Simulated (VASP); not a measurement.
Crystal: Hg.

```
Hg
1.0
     6.32644    0.00000    0.00000
     0.00000    6.87635    0.00000
    -2.83775    0.00000    6.25580
Hg
6
Direct
  0.00000 0.00000 0.00000
  0.00000 0.50000 0.50000
  0.42500 0.36000 0.26500
  0.57500 0.86000 0.23500
  0.57500 0.64000 0.73500
  0.42500 0.14000 0.76500
```

* Program: VASP 6.6.1
* Task: relaxation of cell and atoms
* Functional: PBE
* Potentials or basis: VASP PAW PBE potentials, release 64 (Hg_sv_GW)
* Cutoff: 500 eV
* k mesh: 5 × 4 × 4
* Occupations: gaussian, width 0.2605 eV
* Spin: no spin polarisation

At the start: pressure -1.2 GPa; volume 45.36 Å³/atom.

Question: How do energy, volume and symmetry change on relaxing?

Answer: Over 17 steps the energy falls by 38.7 meV/atom and the volume is 36.40 Å³/atom (-19.8 %); space group P2_1/c (No. 14, to 0.1 Å) before and after.

The path:
| step | energy change (eV) | largest force (eV/Å) | pressure (GPa) | volume (Å³) |
| --- | --- | --- | --- | --- |
| 1 | 0.0000 | 0.0373 | -1.20 | 272.14 |
| 2 | -0.0894 | 0.0429 | -0.95 | 258.98 |
| 3 | -0.2045 | 0.0691 | -0.20 | 228.96 |
| 4 | -0.2094 | 0.0817 | 0.02 | 221.69 |
| 5 | -0.2144 | 0.0738 | 0.02 | 221.36 |
| 6 | -0.2234 | 0.0524 | 0.01 | 220.32 |
| 7 | -0.2246 | 0.0432 | 0.00 | 219.78 |
| 8 | -0.2263 | 0.0365 | 0.00 | 219.70 |
| 9 | -0.2298 | 0.0202 | 0.00 | 219.44 |
| 10 | -0.2297 | 0.0237 | 0.01 | 218.88 |
| 11 | -0.2309 | 0.0109 | 0.00 | 219.19 |
| 12 | -0.2309 | 0.0107 | 0.00 | 219.17 |
| 13 | -0.2312 | 0.0106 | -0.01 | 219.37 |
| 14 | -0.2316 | 0.0121 | -0.04 | 219.97 |
| 15 | -0.2317 | 0.0120 | -0.03 | 219.83 |
| 16 | -0.2319 | 0.0100 | -0.01 | 219.21 |
| 17 | -0.2320 | 0.0090 | 0.02 | 218.37 |

Final structure:
```cif
data_structure
_symmetry_space_group_name_H-M 'P 1'
_symmetry_Int_Tables_number 1
_cell_length_a 5.9965
_cell_length_b 6.4752
_cell_length_c 6.1823
_cell_angle_alpha 90.000
_cell_angle_beta 114.538
_cell_angle_gamma 90.000
_cell_volume 218.37
loop_
_atom_site_label
_atom_site_type_symbol
_atom_site_fract_x
_atom_site_fract_y
_atom_site_fract_z
_atom_site_occupancy
Hg1 Hg 0.00000 0.00000 0.00000 1
Hg2 Hg 0.00000 0.50000 0.50000 1
Hg3 Hg 0.40720 0.35291 0.25910 1
Hg4 Hg 0.59280 0.85291 0.24090 1
Hg5 Hg 0.59280 0.64709 0.74090 1
Hg6 Hg 0.40720 0.14709 0.75910 1
```

Caveat: the volume moved by over 15 % at a fixed basis, so the end points are rough; so wide a smearing shifts energies and pressures.
